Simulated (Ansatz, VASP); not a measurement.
**One calculation of Al3GaN4, two programs**

```xyz
8
Lattice="5.0434 0.0000 0.0001 0.0000 3.1301 0.0000 -0.0032 0.0000 5.4180" Properties=species:S:1:pos:R:3 pbc="T T T"
Al    2.4817    1.5650    0.8775
Al    0.0019    1.5650    4.5230
Al    0.0044    0.0000    1.7971
Ga    2.5166    0.0000    3.6095
N     0.5585    0.0000    3.6102
N     0.6170    1.5650    0.9057
N     3.1500    1.5650    4.5522
N     3.1419    0.0000    1.7679
```

Alike in both runs: task single point; functional PBEsol; k mesh 6 × 8 × 4; occupations gaussian, width 0.05 eV; no spin polarisation.

```csv
,VASP,Ansatz
version,VASP 6.6.1,Ansatz 0.2.0
potentials or method,"VASP PAW PBE potentials, release 64 (Al, Ga_d, N), cutoff 520 eV","scalar-relativistic, plane waves, PAW"
valence electrons in the cell,42,42
```

Ansatz gave:

```
gap on the k mesh at the Fermi level (eV)                     : 3.44
least direct gap on the mesh (eV)                             : 3.44
pressure (GPa)                                                : 0.1
traceless stress, the component that is largest in VASP (GPa) : 0.93
rms of the force components (eV/Å)                            : 0.248
```

Task: Which values does VASP return?

Result: gap on the k mesh at the Fermi level (eV): 3.46; least direct gap on the mesh (eV): 3.46; pressure (GPa): 0.0; traceless stress, the component that is largest in VASP (GPa): 0.96; rms of the force components (eV/Å): 0.249.

VASP's potentials were made for PBE, not for PBEsol. Atom by atom the forces differ by 0.004 eV/Å (rms over components). The functional is the same, so the differences come from potentials, cutoffs and numerics.
